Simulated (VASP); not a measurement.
Crystal: GaW2.

```
Ga W
1.0
    -1.69569    1.69569    4.15974
     1.69569   -1.69569    4.15974
     1.69569    1.69569   -4.15974
Ga W
1 2
Direct
  0.00000 0.00000 0.00000
  0.66500 0.66500 0.00000
  0.33500 0.33500 0.00000
```

| Property | Result |
| --- | --- |
| Program | VASP 6.6.1 |
| Task | relaxation of cell and atoms |
| Functional | PBE |
| Potentials or basis | VASP PAW PBE potentials, release 64 (Ga_d, W_sv) |
| Cutoff | 600 eV |
| k mesh | 8 × 8 × 8 |
| Occupations | gaussian, width 0.1 eV |
| Spin | no spin polarisation |

At the start: pressure -2.4 GPa; volume 15.95 Å³/atom.

How do energy, volume and symmetry change on relaxing?

Over 7 steps the energy falls by 52.1 meV/atom and the volume is 15.78 Å³/atom (-1.1 %); space group I4/mmm (No. 139, to 0.1 Å) before and after.

The path:
```
step  energy change (eV)  largest force (eV/Å)  pressure (GPa)  volume (Å³)
   1              0.0000                0.9035           -2.38        47.84
   2             -0.1308                0.1514            5.54        46.17
   3             -0.1313                0.1991            5.07        46.24
   4             -0.1180                0.1377           -6.21        48.80
   5             -0.1546                0.1613           -0.30        47.34
   6             -0.1546                0.1607           -0.19        47.32
   7             -0.1562                0.0120            0.14        47.33
```

Final structure:
```cif
data_structure
_symmetry_space_group_name_H-M 'P 1'
_symmetry_Int_Tables_number 1
_cell_length_a 4.9376
_cell_length_b 4.9376
_cell_length_c 4.9376
_cell_angle_alpha 140.984
_cell_angle_beta 140.984
_cell_angle_gamma 56.362
_cell_volume 47.33
loop_
_atom_site_label
_atom_site_type_symbol
_atom_site_fract_x
_atom_site_fract_y
_atom_site_fract_z
_atom_site_occupancy
Ga1 Ga 0.00000 0.00000 0.00000 1
W1 W 0.67247 0.67247 0.00000 1
W2 W 0.32753 0.32753 0.00000 1
```
